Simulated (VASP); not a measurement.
ZnO:

```
Zn O
1.0
     0.00000    2.13377    2.13377
     2.13377    0.00000    2.13377
     2.13377    2.13377    0.00000
Zn O
1 1
Direct
  0.00000 0.00000 0.00000
  0.50000 0.50000 0.50000
```

Base run:

```yaml
Program: VASP 6.6.1
Functional: PBE
Dispersion: D3(BJ)
Potentials_or_basis: VASP PAW PBE potentials, release 64 (Zn, O_h)
Cutoff: 910 eV
k_mesh: 8 × 8 × 8
Occupations: gaussian, width 0.01 eV
Spin: no spin polarisation
```

Its results: band gap on the k mesh 0.92 eV, indirect (least direct gap 2.32 eV); pressure 4.2 GPa.

The run is repeated on the same cell with these changes: dispersion from D3(BJ) to none. What comes out?

Band gap on the k mesh 0.92 eV, indirect (least direct gap 2.32 eV); pressure 8.8 GPa.

Dispersion adds attraction, which lowers the pressure at fixed volume and, as a term added to the energy, leaves the levels alone.

Caveats: the cutoff is under 1.25 times the usual one of these potentials, so pressure, stress and relaxed cells hold a basis-set (Pulay) error.

A k mesh can miss the band edges.
